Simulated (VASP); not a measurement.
The system is BiB.

```
B Bi
1.0
     0.00000    2.74487    2.74487
     2.74487    0.00000    2.74487
     2.74487    2.74487    0.00000
B Bi
1 1
Direct
  0.00000 0.00000 0.00000
  0.25000 0.25000 0.25000
```

Program: VASP 6.6.1. Alike in all runs: task single point; potentials or basis VASP PAW PBE potentials, release 64 (B, Bi_d); no spin polarisation; cell as given; k mesh 4 × 4 × 4; cutoff (eV) 520.

Question: Order these runs on this cell by their band gap on the k mesh, lowest first.
A. level PBE-based screened hybrid; smearing gaussian 0.01 eV; grid for exact exchange (PRECFOCK) Normal; share of exact exchange 0.15; screening parameter 0.2078 1/Å
B. level PBE; smearing gaussian 0.01 eV
C. level HSE06; smearing gaussian 0.2 eV; grid for exact exchange (PRECFOCK) Normal; screening parameter 0.2079 1/Å

Answer: B (0.28 eV), A (0.69 eV), C (0.99 eV).

Caveats: all runs use coarse meshes; spin-orbit coupling is left out, which moves the levels of the heavy elements.

A k mesh can miss the band edges.
